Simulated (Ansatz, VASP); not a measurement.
KC: VASP beside Ansatz

```
K C
1.0
     3.00532    0.00000    0.00000
     0.00000    3.00532    0.00000
     0.00000    0.00000    5.24877
K C
1 1
Direct
  0.50000 0.50000 0.75613
  0.50000 0.50000 0.25634
```

Alike in both runs: functional PBE; k mesh 5 × 5 × 4; occupations gaussian, width 0.2 eV; no spin polarisation.

Ansatz relaxed the structure, and its values are those at the end. VASP's run is a single point on that final structure, the one shown.

|  | VASP | Ansatz |
| --- | --- | --- |
| version | VASP 6.6.1 | Ansatz 0.2.0 |
| potentials or method | VASP PAW PBE potentials, release 64 (K_sv, C), cutoff 600 eV | scalar-relativistic, plane waves, PAW |
| valence electrons in the cell | 13 | 13 |

VASP gave:

| Quantity | Value |
| --- | --- |
| gap on the k mesh at the Fermi level (eV) | none |
| pressure (GPa) | -0.1 |
| rms of the force components (eV/Å) | 0.004 |

Q: Estimate Ansatz's values.

A: gap on the k mesh at the Fermi level (eV): none; pressure (GPa): -0.2; rms of the force components (eV/Å): 0.004.

A gap of «none» marks a metal or a gap that the smearing closes.

The k mesh is coarse, so the values compare programs but aren't converged.
